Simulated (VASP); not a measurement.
# CuSn2O2 in VASP: notebook

Runs on CuSn2O2. Level: PBE+D3(BJ). Tasks: single point.

Everything below comes from runs of VASP 6.6.1. Logs are shortened: lines on timing, memory, paths and dates and some standing lists are left out, and cuts for length are marked.

### 1 The cell of the first run

The cell holds a slab with vacuum, 5 atoms: a = 3.820 Å, b = 3.820 Å, c = 19.363 Å, α = 90.00°, β = 90.00°, γ = 90.00°.

### 2 Single point, PBE+D3(BJ), collinear spin

Contents of INCAR:

```
PREC = Accurate
ENCUT = 520
EDIFF = 1E-6
ISMEAR = 0
SIGMA = 0.05
LREAL = False
LASPH = True
NELM = 150
ALGO = Normal
ISIF = 2
LWAVE = False
LCHARG = True
ISPIN = 2
MAGMOM = 0 0 0 0 1
LORBIT = 11
LMAXMIX = 4
LDIPOL = True
IDIPOL = 3
DIPOL = 0.5 0.5 0.311
GGA = PE
IVDW = 12
LELF = True
LVHAR = True
LVACPOTAV = True
NBANDS = 38
```

Contents of KPOINTS:

```
regular mesh
0
Gamma
  7 7 1
```

Contents of POSCAR:

```
CuSn2O2
1.0
    3.8201708766      0.0000000000      0.0000000000
    0.0000000000      3.8201708766      0.0000000000
    0.0000000000      0.0000000000     19.3630360333
Sn O Cu
2 2 1
Direct
    0.5000000000      0.0000000000      0.2065791745
    0.0000000000      0.5000000000      0.3286176828
    0.0000000000      0.0000000000      0.2675984287
    0.5000000000      0.5000000000      0.2675984287
    0.0000000000      0.5000000000      0.4835520637
```

Potentials or basis: VASP PAW PBE potentials, release 64 (Sn_d, O, Cu).

Run with:

```bash
$ cat potpaw_PBE.64/Sn_d/POTCAR potpaw_PBE.64/O/POTCAR potpaw_PBE.64/Cu/POTCAR > POTCAR
$ mpirun -np 1 vasp_std > vasp.out
```

OUTCAR:

```text
PREC = Accurate
   ENCUT = 520
   EDIFF = 1E-6
   ISMEAR = 0
   LREAL = False
   LASPH = True
   NELM = 150
   ISIF = 2
   ISPIN = 2
   LORBIT = 11
   GGA = PE
   IVDW = 12
 IVDW          = 12

 ion  position               nearest neighbor table
   1  0.500  0.000  0.207-   3 2.25   4 2.25   4 2.25   3 2.25   2 3.59   2 3.59   2 3.59   2 3.59

   2  0.000  0.500  0.329-   3 2.25   4 2.25   3 2.25   4 2.25   5 3.00   1 3.59   1 3.59   1 3.59
                             1 3.59
   3  0.000  0.000  0.268-   2 2.25   2 2.25   1 2.25   1 2.25
   4  0.500  0.500  0.268-   2 2.25   2 2.25   1 2.25   1 2.25
   5  0.000  0.500  0.484-   2 3.00

  LATTYP: Found a simple tetragonal cell.
 ALAT       =     3.8201708766
 C/A-ratio  =     5.0686308699

  Lattice vectors:

 A1 = (   3.8201708766,   0.0000000000,   0.0000000000)
 A2 = (   0.0000000000,   3.8201708766,   0.0000000000)
 A3 = (   0.0000000000,   0.0000000000,  19.3630360333)

Analysis of symmetry for initial positions (statically):
=====================================================================
 Subroutine PRICEL returns:
 Original cell was already a primitive cell.

 Routine SETGRP: Setting up the symmetry group for a
 simple tetragonal supercell.

 Subroutine GETGRP returns: Found  8 space group operations
 (whereof  4 operations were pure point group operations)
 out of a pool of 16 trial point group operations.

The static configuration has the point symmetry C_2v.
 The point group associated with its full space group is C_4v.

Analysis of symmetry for dynamics (positions and initial velocities):
=====================================================================
 Subroutine PRICEL returns:
 Original cell was already a primitive cell.

 Routine SETGRP: Setting up the symmetry group for a
 simple tetragonal supercell.

 Subroutine GETGRP returns: Found  8 space group operations
 (whereof  4 operations were pure point group operations)
 out of a pool of 16 trial point group operations.

The dynamic configuration has the point symmetry C_2v.
 The point group associated with its full space group is C_4v.

Analysis of structural, dynamic, and magnetic symmetry:
=====================================================================
 Subroutine PRICEL returns:
 Original cell was already a primitive cell.

 Routine SETGRP: Setting up the symmetry group for a
 simple tetragonal supercell.

[... 131 lines left out ...]
 maximum number of plane-waves:      7644
   NGX = 15   NGY = 15   NGZ = 73

 dipolmoment           0.000000      0.000000     -0.000030 electrons x Angstroem

 number of electron      50.9999960 magnetization       0.0002342

 number of electron      50.9999960 magnetization      -0.0002216

 dipolmoment           0.000000      0.000000      0.088269 electrons x Angstroem

 Free energy of the ion-electron system (eV)
  ---------------------------------------------------
  ext. energy  EPLUGINS =         0.00000000
  ---------------------------------------------------
  free energy    TOTEN  =       -23.76467659 eV

  energy without entropy =      -23.76221257  energy(sigma->0) =      -23.76344458

 E-fermi :  -0.3994     XC(G=0):  -4.2488

 val. band max:       -0.4287908044   @ k =   0.2857   0.2857   0.0000
 cond. band min:      -0.3491718665   @ k =   0.4286   0.0000   0.0000
 fundamental gap:      0.0796189379
 Fermi energy:        -0.3994105130

 spin component 1

 k-point     1 :       0.0000    0.0000    0.0000
  band No.  band energies     occupation
      1     -23.0700      1.00000
      2     -22.7095      1.00000
      3     -22.6714      1.00000
      4     -22.6698      1.00000
      5     -22.6698      1.00000
      6     -22.6298      1.00000
[... 389 lines left out ...]
     36       4.8737      0.00000
     37       6.5371      0.00000
 Fermi energy:        -0.3994105130

 spin component 2

 k-point     1 :       0.0000    0.0000    0.0000
  band No.  band energies     occupation
      1     -23.0700      1.00000
      2     -22.7095      1.00000
      3     -22.6714      1.00000
      4     -22.6698      1.00000
      5     -22.6698      1.00000
      6     -22.6298      1.00000
[... 389 lines left out ...]
     36       4.8735      0.00000
     37       6.5217      0.00000
 [bands above 37 left out]

------------------------ aborting loop because EDIFF is reached ----------------------------------------

 Edisp (eV)   -0.77161

 E8    (eV) :    -0.3440

  FORCE on cell =-STRESS in cart. coord.  units (eV):
  Direction    XX          YY          ZZ          XY          YZ          ZX
  --------------------------------------------------------------------------------------
  -------------------------------------------------------------------------------------
  Total      -1.04964    -1.04964    -1.18039     0.00000     0.00000     0.00000
  in kB      -5.95131    -5.95131    -6.69262     0.00000     0.00000     0.00000
  external pressure =       -6.20 kB  Pullay stress =        0.00 kB

 VOLUME and BASIS-vectors are now :
 -----------------------------------------------------------------------------
  energy-cutoff  :      520.00
  volume of cell :      282.58
      direct lattice vectors                 reciprocal lattice vectors
     3.820170877  0.000000000  0.000000000     0.261768395  0.000000000  0.000000000
     0.000000000  3.820170877  0.000000000     0.000000000  0.261768395  0.000000000
     0.000000000  0.000000000 19.363036033     0.000000000  0.000000000  0.051644794

 POSITION                                       TOTAL-FORCE (eV/Angst)
 -----------------------------------------------------------------------------------
      1.91009      0.00000      4.00000         0.000000      0.000000     -0.084196
      0.00000      1.91009      6.36304         0.000000      0.000000      0.132631
      0.00000      0.00000      5.18152         0.000000      0.000000      0.137182
      1.91009      1.91009      5.18152         0.000000      0.000000      0.137182
      0.00000      1.91009      9.36304         0.000000      0.000000     -0.322798
 -----------------------------------------------------------------------------------
    total drift:                                0.000000      0.000000      0.002310

  FREE ENERGIE OF THE ION-ELECTRON SYSTEM (eV)
  ---------------------------------------------------
  free  energy   TOTEN  =       -24.5362830878 eV

  energy  without entropy=      -24.5338190738  energy(sigma->0) =      -24.53505108

 vacuum level on the upper side and lower side of the slab         4.055         2.961

 total charge

# of ion       s       p       d       tot
------------------------------------------
    1        1.281   0.762  10.054  12.097
    2        1.257   0.766  10.061  12.085
    3        1.578   3.425   0.000   5.004
    4        1.578   3.425   0.000   5.004
    5        0.350   0.035   9.346   9.731
--------------------------------------------------
tot          6.045   8.414  29.461  43.920

 magnetization (x)

# of ion       s       p       d       tot
------------------------------------------
    1        0.000   0.000  -0.000   0.000
    2       -0.000  -0.000  -0.000  -0.000
    3       -0.000  -0.000   0.000  -0.000
    4       -0.000  -0.000   0.000  -0.000
    5       -0.000  -0.000  -0.000  -0.000
--------------------------------------------------
tot         -0.000  -0.000  -0.000  -0.000
```

OSZICAR:

```text
N       E                     dE             d eps       ncg     rms          rms(c)
DAV:   1     0.518815812863E+03    0.51882E+03   -0.22608E+04  1560   0.133E+03
DAV:   2     0.751555243500E+02   -0.44366E+03   -0.41843E+03  1596   0.370E+02
DAV:   3    -0.202891911780E+02   -0.95445E+02   -0.91499E+02  2154   0.171E+02
[... 28 lines left out ...]
DAV:  32    -0.237646618314E+02   -0.14457E-04   -0.82910E-06  1502   0.149E-02    0.739E-03
DAV:  33    -0.237646706821E+02   -0.88507E-05   -0.97844E-06  1450   0.156E-02    0.339E-03
DAV:  34    -0.237646741215E+02   -0.34394E-05   -0.51691E-06  1468   0.125E-02    0.711E-04
DAV:  35    -0.237646760579E+02   -0.19364E-05   -0.46654E-07  1160   0.451E-03    0.295E-04
DAV:  36    -0.237646765868E+02   -0.52897E-06   -0.21629E-07  1134   0.293E-03
   1 F= -.24536283E+02 E0= -.24535051E+02  d E =-.246401E-02  mag=    -0.0005
```

stdout:

```text
POSCAR found type information on POSCAR SnO Cu
 POSCAR found :  3 types and       5 ions
 scaLAPACK will be used
 LDA part: xc-table for (Slater+PW92), standard interpolation
 POSCAR, INCAR and KPOINTS ok, starting setup
 FFT: planning ... GRIDC
 FFT: planning ... GRID_SOFT
 FFT: planning ... GRID
 WAVECAR not read
 entering main loop
 -----------------------------------------------------------------------------
|                                                                             |
|           W    W    AA    RRRRR   N    N  II  N    N   GGGG   !!!           |
|           W    W   A  A   R    R  NN   N  II  NN   N  G    G  !!!           |
|           W    W  A    A  R    R  N N  N  II  N N  N  G       !!!           |
|           W WW W  AAAAAA  RRRRR   N  N N  II  N  N N  G  GGG   !            |
|           WW  WW  A    A  R   R   N   NN  II  N   NN  G    G                |
|           W    W  A    A  R    R  N    N  II  N    N   GGGG   !!!           |
|                                                                             |
|     Did not find any points to average over, which means that no vacuum     |
|     field-free region was found. Please increase the size of  your cell     |
|     in the dimension of the dipole correction to obtain accurate            |
|     workfunction values.                                                    |
|                                                                             |
 -----------------------------------------------------------------------------
```

Run time: 4.1 min. Hardware: 1 thread of Intel Xeon 6975P-C (Granite Rapids), shared host; peak memory 0.5 GiB.

What came out:

* Free energy: -24.5363 eV
* Largest force: 0.323 eV/Å
* Net moment: 0.00 μB per cell
* Valence electrons inside the program's atomic spheres: Sn 12.10, 12.09; O 5.00; Cu 9.73
* Dispersion energy per atom: -0.154 eV

Forces in eV/Å, atoms in the order of the input:
```
Sn   0.000  0.000 -0.084
Sn   0.000  0.000  0.133
O    0.000  0.000  0.137
O    0.000  0.000  0.137
Cu   0.000  0.000 -0.323
```

Levels at points of the mesh, in eV from the Fermi level:
Spin up:
```
           k point  band 24  band 25  band 26  band 27  band 28  band 29
(0.00, 0.00, 0.00)    -1.41    -1.32    -1.00     1.08     1.35     3.27
```
Spin down:
```tsv
k point	band 22	band 23	band 24	band 25	band 26	band 27	band 28	band 29	band 30	band 31
(0.00, 0.00, 0.00)	-1.57	-1.41	-1.41	-1.32	-1.00	1.08	1.35	3.24	3.53	3.53
```

Caveat: spin-orbit coupling is left out, which moves the levels of the heavy elements.

### 3 Single point, PBE+D3(BJ), collinear spin

Contents of INCAR:

```
  PREC = Accurate
  ENCUT = 520
  EDIFF = 1E-7
  ISMEAR = 0
  SIGMA = 0.05
  LREAL = F
  LASPH = T
  NELM = 150
  ALGO = Normal
  ISIF = 2
  LWAVE = F
  LCHARG = T
  ISPIN = 2
  MAGMOM = 0 0 0 0 1
  LORBIT = 11
  LMAXMIX = 4
  LDIPOL = T
  IDIPOL = 3
  DIPOL = 0.5 0.5 0.311
  GGA = PE
  IVDW = 12
  LELF = T
  LVHAR = T
  LVACPOTAV = T
  NBANDS = 38
```

KPOINTS is that of step 2.

POSCAR, as its differences from that of step 2:

```diff
@@ -12,2 +12,2 @@
     0.5000000000      0.5000000000      0.2675984287
-    0.0000000000      0.5000000000      0.4835520637
+    0.5000000000      1.0000000000      0.4835520637
```

Potentials or basis: VASP PAW PBE potentials, release 64 (Sn_d, O, Cu).

Run with:

```bash
$ cat potpaw_PBE.64/Sn_d/POTCAR potpaw_PBE.64/O/POTCAR potpaw_PBE.64/Cu/POTCAR > POTCAR
$ mpirun -np 1 vasp_std > vasp.out
```

Wall time 4.9 min (1 thread of Intel Xeon 6975P-C (Granite Rapids), shared host); peak memory 0.51 GiB.

It converged, with:

```
Free energy                                           : -24.3342 eV
Largest force                                         : 0.199 eV/Å
Net moment                                            : 0.00 μB per cell
Valence electrons inside the program's atomic spheres : Sn 12.10, 12.08; O 5.00; Cu 9.71
Dispersion energy per atom                            : -0.169 eV
```

Forces in eV/Å, atoms in the order of the input:
```
Sn   0.000  0.000 -0.058
Sn   0.000  0.000  0.199
O    0.000  0.000  0.023
O    0.000  0.000  0.023
Cu   0.000  0.000 -0.188
```

Levels at points of the mesh, in eV from the Fermi level:
Spin up:
| k point | band 24 | band 25 | band 26 | band 27 | band 28 | band 29 |
| --- | --- | --- | --- | --- | --- | --- |
| (0.00, 0.00, 0.00) | -0.86 | -0.83 | -0.39 | 2.24 | 2.26 | 4.17 |
Spin down:
| k point | band 23 | band 24 | band 25 | band 26 | band 27 | band 28 | band 29 | band 30 |
| --- | --- | --- | --- | --- | --- | --- | --- | --- |
| (0.00, 0.00, 0.00) | -0.86 | -0.86 | -0.83 | -0.39 | 2.24 | 2.26 | 4.17 | 4.57 |

Caveat: spin-orbit coupling is left out, which moves the levels of the heavy elements.
